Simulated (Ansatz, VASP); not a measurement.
# Ge in VASP and in Ansatz

```xyz
1
Lattice="0.0000 2.1813 2.1813 2.1813 0.0000 2.1813 2.1813 2.1813 0.0000" Properties=species:S:1:pos:R:3 pbc="T T T"
Ge    0.0000    0.0000    0.0000
```

Change from the starting cell: volume scaled by 1.06.

Alike in both runs: task single point; functional PBE; k mesh 16 × 16 × 16; occupations fermi-dirac, width 0.08 eV; no spin polarisation.

```csv
,VASP,Ansatz
version,VASP 6.6.1,Ansatz 0.2.0
potentials or method,"VASP PAW PBE potentials, release 64 (Ge_d), cutoff 520 eV","all-electron LAPW, scalar-relativistic"
```

```tsv
	VASP	Ansatz	Ansatz less VASP
pressure (GPa)	-3.3	-3.3	+0.01
```

Ansatz ran all-electron here, and VASP with PAW potentials.
